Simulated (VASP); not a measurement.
# LiF3 (Im-3m) in VASP: single point with PBE

Aim: the single point of LiF3 with PBE.

Program: VASP 6.6.1. These are calculated values, not measurements. Logs are shortened: lines on timing, memory, paths and dates and some standing lists are left out, and cuts for length are marked.

### 1 The cell of the first run

It takes space group Im-3m (No. 229, cubic). The conventional cell has a = 4.410 Å, b = 4.410 Å, c = 4.410 Å, α = 90.00°, β = 90.00°, γ = 90.00°. Li (site symmetry m-3m) has 6 F at 2.21 Å within 2.9 Å. Within 2.9 Å of F (site symmetry 4/mmm) lie 2 Li at 2.21 Å and 4 F at 2.21 Å.

The cell was built from a structure type or drawn by symmetry, and may not be a known phase.

### 2 Single point, PBE, collinear spin

INCAR reads:

```
PREC = Accurate
ENCUT = 520
EDIFF = 1E-6
ISMEAR = 0
SIGMA = 0.1
LREAL = F
LASPH = T
NELM = 150
ALGO = Normal
ISIF = 2
LWAVE = F
LCHARG = F
ISPIN = 2
MAGMOM = 0 0.74 0.74 0.74
LORBIT = 11
GGA = PE
NBANDS = 24
```

KPOINTS reads:

```
Automatic mesh
0
Gamma
  14 14 14
```

POSCAR reads:

```
LiF3
1.0
   -2.2051008174      2.2051008174      2.2051008174
    2.2051008174     -2.2051008174      2.2051008174
    2.2051008174      2.2051008174     -2.2051008174
Li F
1 3
Direct
    0.0000000000      0.0000000000      0.0000000000
    0.0000000000      0.5000000000      0.5000000000
    0.5000000000      0.0000000000      0.5000000000
    0.5000000000      0.5000000000      0.0000000000
```

Potentials or basis: VASP PAW PBE potentials, release 64 (Li_sv, F).

On the command line:

```console
> cat potpaw_PBE.64/Li_sv/POTCAR potpaw_PBE.64/F/POTCAR > POTCAR
> mpirun -np 1 vasp_std > vasp.out
```

OUTCAR:

```text
PREC = Accurate
   ENCUT = 520
   EDIFF = 1E-6
   ISMEAR = 0
   LREAL = F
   LASPH = T
   NELM = 150
   ISIF = 2
   ISPIN = 2
   LORBIT = 11
   GGA = PE

 ion  position               nearest neighbor table
   1  0.000  0.000  0.000-   2 2.21   3 2.21   4 2.21   2 2.21   3 2.21   4 2.21
   2  0.000  0.500  0.500-   1 2.21   1 2.21
   3  0.500  0.000  0.500-   1 2.21   1 2.21
   4  0.500  0.500  0.000-   1 2.21   1 2.21

  LATTYP: Found a body centered cubic cell.
 ALAT       =     4.4102016348

  Lattice vectors:

 A1 = (  -2.2051008174,   2.2051008174,   2.2051008174)
 A2 = (   2.2051008174,  -2.2051008174,   2.2051008174)
 A3 = (   2.2051008174,   2.2051008174,  -2.2051008174)

Analysis of symmetry for initial positions (statically):
=====================================================================
 Subroutine PRICEL returns:
 Original cell was already a primitive cell.

 Routine SETGRP: Setting up the symmetry group for a
 body centered cubic supercell.

 Subroutine GETGRP returns: Found 48 space group operations
 (whereof 48 operations were pure point group operations)
 out of a pool of 48 trial point group operations.

The static configuration has the point symmetry O_h .

Analysis of symmetry for dynamics (positions and initial velocities):
=====================================================================
 Subroutine PRICEL returns:
 Original cell was already a primitive cell.

 Routine SETGRP: Setting up the symmetry group for a
 body centered cubic supercell.

 Subroutine GETGRP returns: Found 48 space group operations
 (whereof 48 operations were pure point group operations)
 out of a pool of 48 trial point group operations.

The dynamic configuration has the point symmetry O_h .

Analysis of structural, dynamic, and magnetic symmetry:
=====================================================================
 Subroutine PRICEL returns:
 Original cell was already a primitive cell.

 Routine SETGRP: Setting up the symmetry group for a
 body centered cubic supercell.

 Subroutine GETGRP returns: Found 48 space group operations
 (whereof 48 operations were pure point group operations)
 out of a pool of 48 trial point group operations.

The overall configuration has the point symmetry O_h .

 Subroutine INISYM returns: Found 48 space group operations
 (whereof 48 operations are pure point group operations),
 and found     1 'primitive' translations

----------------------------------------------------------------------------------------

                                     Primitive cell

  volume of cell :      42.8889

  direct lattice vectors                    reciprocal lattice vectors
    -2.205100817  2.205100817  2.205100817     0.000000000  0.226747002  0.226747002
     2.205100817 -2.205100817  2.205100817     0.226747002  0.000000000  0.226747002
     2.205100817  2.205100817 -2.205100817     0.226747002  0.226747002  0.000000000

  length of vectors
     3.819346652  3.819346652  3.819346652     0.320668686  0.320668686  0.320668686

  position of ions in fractional coordinates (direct lattice)
     0.000000000  0.000000000  0.000000000
     0.000000000  0.500000000  0.500000000
     0.500000000  0.000000000  0.500000000
     0.500000000  0.500000000  0.000000000

  ion indices of the primitive-cell ions
   primitive index   ion index
                 1           1
                 2           2
                 3           3
                 4           4

----------------------------------------------------------------------------------------

 KPOINTS: Automatic mesh

Automatic generation of k-mesh.
 Grid dimensions read from file:
 generate k-points for:   14   14   14

 Generating k-lattice:

  Cartesian coordinates                     Fractional coordinates (reciprocal lattice)
     0.000000000  0.016196214  0.016196214     0.071428571  0.000000000  0.000000000
     0.016196214  0.000000000  0.016196214     0.000000000  0.071428571  0.000000000
     0.016196214  0.016196214  0.000000000     0.000000000  0.000000000  0.071428571

  Length of vectors
     0.022904906  0.022904906  0.022904906

  Shift w.r.t. Gamma in fractional coordinates (k-lattice)
     0.000000000  0.000000000  0.000000000

 Subroutine IBZKPT returns following result:
 ===========================================

 Found    104 irreducible k-points:

 Following reciprocal coordinates:
            Coordinates               Weight
  0.000000  0.000000  0.000000      1.000000
  0.071429  0.000000  0.000000     12.000000
  0.142857  0.000000  0.000000     12.000000
  0.214286  0.000000  0.000000     12.000000
  0.285714  0.000000  0.000000     12.000000
  0.357143  0.000000  0.000000     12.000000
[... 16 lines left out ...]
  0.285714  0.285714  0.000000     24.000000
  0.357143  0.285714  0.000000     24.000000
 [... further k-points ...]
   k-points           NKPTS =    104   k-points in BZ     NKDIM =    104   number of bands    NBANDS=     24
   number of dos      NEDOS =    301   number of ions     NIONS =      4
   total plane-waves  NPLWV =  21952
   dimension x,y,z NGX =    28 NGY =   28 NGZ =   28
   dimension x,y,z NGXF=    56 NGYF=   56 NGZF=   56
   ions per type =               1   3
   NGX,Y,Z   is equivalent  to a cutoff of  12.19, 12.19, 12.19 a.u.
   NGXF,Y,Z  is equivalent  to a cutoff of  24.38, 24.38, 24.38 a.u.
 SYSTEM =  unknown system
   PREC   = accura    normal or accurate (medium, high low for compatibility)
   ISTART =      0    job   : 0-new  1-cont  2-samecut
   ICHARG =      2    charge: 1-file 2-atom 10-const
   ISPIN  =      2    spin polarized calculation?
   LNONCOLLINEAR =      F non collinear calculations
   LSORBIT =      F    spin-orbit coupling
   LASPH  =      T    aspherical Exc in radial PAW
   ENCUT  =  520.0 eV  38.22 Ry    6.18 a.u.   7.10  7.10  7.10*2*pi/ulx,y,z
   NELM   =    150;   NELMIN=  2; NELMDL= -5     # of ELM steps
   EDIFF  = 0.1E-05   stopping-criterion for ELM
   LREAL  =      F    real-space projection
   EDIFFG = 0.1E-04   stopping-criterion for IOM
   NSW    =      0    number of steps for IOM
   IBRION =     -1    ionic relax: 0-MD 1-quasi-New 2-CG
   NFREE  =      0    steps in history (QN), initial steepest desc. (CG)
   ISIF   =      2    stress and relaxation
   ISYM   =      2    0-nonsym 1-usesym 2-fastsym
   POTIM  = 0.5000    time-step for ionic-motion
   TEBEG  =    0.0;   TEEND  =   0.0 temperature during run
   PSTRESS=    0.0 pullay stress
   NELECT =      24.0000    total number of electrons
   NUPDOWN=      -1.0000    fix difference up-down
   EMIN   =  10.00;   EMAX   =-10.00  energy-range for DOS
   EFERMI =   0.00;   METHOD = LEGACY
   ISMEAR =     0;   SIGMA  =   0.10  broadening in eV -4-tet -1-fermi 0-gaus
   EFERMI_NEDOS =   21; number of points for ismear=-14 and -15
   IALGO  =     38    algorithm
   IMIX   =      4    mixing-type and parameters
     AMIX     =   0.40;   BMIX     =  1.00
     AMIX_MAG =   1.60;   BMIX_MAG =  1.00
  volume/ion in A,a.u.               =      10.72        72.36
  Fermi-wavevector in a.u.,A,eV,Ry     =   1.349056  2.549347 24.761969  1.819953
  Thomas-Fermi vector in A             =   2.476675
   LORBIT       =     11    0 simple, 1 ext, 2 COOP (PROOUT), +10 PAW based schemes
   GGA     = PE    functional components
   LHFCALC =     F    Hartree Fock is set to
   AEXX    =    0.0000 exact exchange contribution
   IVDW    =     0    specifies the selected vdW correction
   LEPSILON=     F    determine dielectric tensor
   LRPA    =     F    only Hartree local field effects (RPA)
 spin polarized calculation
 Gauss-broadening in eV      SIGMA  =   0.10
  energy-cutoff  :      520.00
  volume of cell :       42.89
 maximum number of plane-waves:      1169
   NGX = 15   NGY = 15   NGZ = 15

 number of electron      23.9999957 magnetization       2.0000649

 Free energy of the ion-electron system (eV)
  ---------------------------------------------------
  ext. energy  EPLUGINS =         0.00000000
  ---------------------------------------------------
  free energy    TOTEN  =       -12.22729608 eV

  energy without entropy =      -12.22122955  energy(sigma->0) =      -12.22426282

 E-fermi :  -2.1341     XC(G=0):  -9.2161

 val. band max:       -2.1467210804   @ k =   0.5000   0.5000   0.1429
 cond. band min:      -2.1295250969   @ k =   0.2143   0.2143   0.1429
 fundamental gap:      0.0171959835
 Fermi energy:        -2.1340954827

 spin component 1

 k-point     1 :       0.0000    0.0000    0.0000
  band No.  band energies     occupation
      1     -44.6380      1.00000
      2     -24.5559      1.00000
      3     -22.7706      1.00000
      4     -22.7706      1.00000
      5      -6.4075      1.00000
      6      -6.4075      1.00000
[... 16 lines left out ...]
     23      23.2098      0.00000
     24      23.2098      0.00000
[... 598 lines left out ...]
      2     -23.7362      1.00000
      3     -23.5995      1.00000
      4     -22.8978      1.00000
      5      -6.0660      1.00000
      6      -5.7953      1.00000
[... 16 lines left out ...]
     23      23.1150      0.00000
     24      23.5204      0.00000

 [... further k-points ...]

 spin component 2

 k-point     1 :       0.0000    0.0000    0.0000
  band No.  band energies     occupation
      1     -44.6444      1.00000
      2     -23.3914      1.00000
      3     -21.4960      1.00000
      4     -21.4960      1.00000
      5      -5.0388      1.00000
      6      -5.0388      1.00000
[... 16 lines left out ...]
     23      23.8170      0.00000
     24      23.8170      0.00000
[... 598 lines left out ...]
      2     -22.5204      1.00000
      3     -22.3758      1.00000
      4     -21.6386      1.00000
      5      -5.0589      1.00000
      6      -4.6044      1.00000
[... 16 lines left out ...]
     23      23.2165      0.00000
     24      23.6395      0.00000

 [... further k-points ...]

------------------------ aborting loop because EDIFF is reached ----------------------------------------

  FORCE on cell =-STRESS in cart. coord.  units (eV):
  Direction    XX          YY          ZZ          XY          YZ          ZX
  --------------------------------------------------------------------------------------
  -------------------------------------------------------------------------------------
  Total       -0.1574178     -0.1574178     -0.1574178      0.0000000      0.0000000      0.0000000
  in kB       -5.8805646     -5.8805646     -5.8805646      0.0000000      0.0000000      0.0000000
  external PRESSURE =      -5.8805646 kB  Pullay stress =       0.0000000 kB

 VOLUME and BASIS-vectors are now :
 -----------------------------------------------------------------------------
  energy-cutoff  :      520.00
  volume of cell :       42.89
      direct lattice vectors                 reciprocal lattice vectors
    -2.205100817  2.205100817  2.205100817     0.000000000  0.226747002  0.226747002
     2.205100817 -2.205100817  2.205100817     0.226747002  0.000000000  0.226747002
     2.205100817  2.205100817 -2.205100817     0.226747002  0.226747002  0.000000000

 POSITION                                       TOTAL-FORCE (eV/Angst)
 -----------------------------------------------------------------------------------
      0.00000      0.00000      0.00000         0.000000     -0.000000      0.000000
      2.20510      0.00000      0.00000        -0.000000      0.000000      0.000000
      0.00000      2.20510      0.00000        -0.000000      0.000000     -0.000000
      0.00000      0.00000      2.20510         0.000000      0.000000      0.000000
 -----------------------------------------------------------------------------------
    total drift:                                0.000000      0.000000     -0.000000

  FREE ENERGIE OF THE ION-ELECTRON SYSTEM (eV)
  ---------------------------------------------------
  free  energy   TOTEN  =       -12.2272960797 eV

  energy  without entropy=      -12.2212295519  energy(sigma->0) =      -12.22426282

 total charge

# of ion       s       p       d       tot
------------------------------------------
    1        1.999   0.022   0.000   2.021
    2        1.759   4.135   0.000   5.894
    3        1.759   4.135   0.000   5.894
    4        1.759   4.135   0.000   5.894
--------------------------------------------------
tot          7.276  12.426   0.000  19.702

 magnetization (x)

# of ion       s       p       d       tot
------------------------------------------
    1       -0.001  -0.001   0.000  -0.002
    2        0.004   0.625   0.000   0.629
    3        0.004   0.625   0.000   0.629
    4        0.004   0.625   0.000   0.629
--------------------------------------------------
tot          0.011   1.873   0.000   1.885
```

Run time: 2.4 min. Hardware: 1 thread of Intel Xeon Platinum 8259CL at 2.50GHz (Skylake/Cascade Lake), shared host; peak memory 0.26 GiB.

What came out:

```
Free energy                                           : -12.2273 eV
Band gap on the k mesh                                : zero (filled and empty bands overlap)
Net moment                                            : 2.00 μB per cell
Site moments                                          : Li -0.00; F +0.63 μB
Valence electrons inside the program's atomic spheres : Li 2.02; F 5.89
```

Levels at points of the mesh, in eV from the Fermi level:
Spin up:
| k point | band 10 | band 11 | band 12 | band 13 | band 14 | band 15 | band 16 | band 17 |
| --- | --- | --- | --- | --- | --- | --- | --- | --- |
| (0.00, 0.00, 0.00) | -2.37 | -0.51 | -0.51 | -0.51 | 8.35 | 15.31 | 15.31 | 15.31 |
| (0.50, 0.00, 0.00) | -2.48 | -2.22 | -1.69 | -0.51 | 10.91 | 12.23 | 13.47 | 14.70 |
| (0.50, 0.50, 0.50) | -2.07 | -0.49 | -0.49 | -0.49 | 13.08 | 13.50 | 13.50 | 13.50 |
Spin down:
```csv
k point,band 7,band 8,band 9,band 10,band 11,band 12,band 13,band 14,band 15,band 16
"(0.00, 0.00, 0.00)",-2.90,-1.84,-1.84,-1.84,1.19,1.19,1.19,8.57,15.38,15.38
"(0.50, 0.00, 0.00)",-1.98,-1.57,-1.21,-1.01,-0.99,-0.61,1.20,11.19,12.50,13.60
"(0.50, 0.50, 0.50)",-3.88,-1.32,-1.32,-1.32,1.23,1.23,1.23,13.15,13.82,13.82
```

Caveat: the cutoff is under 1.25 times the usual one of these potentials, so pressure, stress and relaxed cells hold a basis-set (Pulay) error.
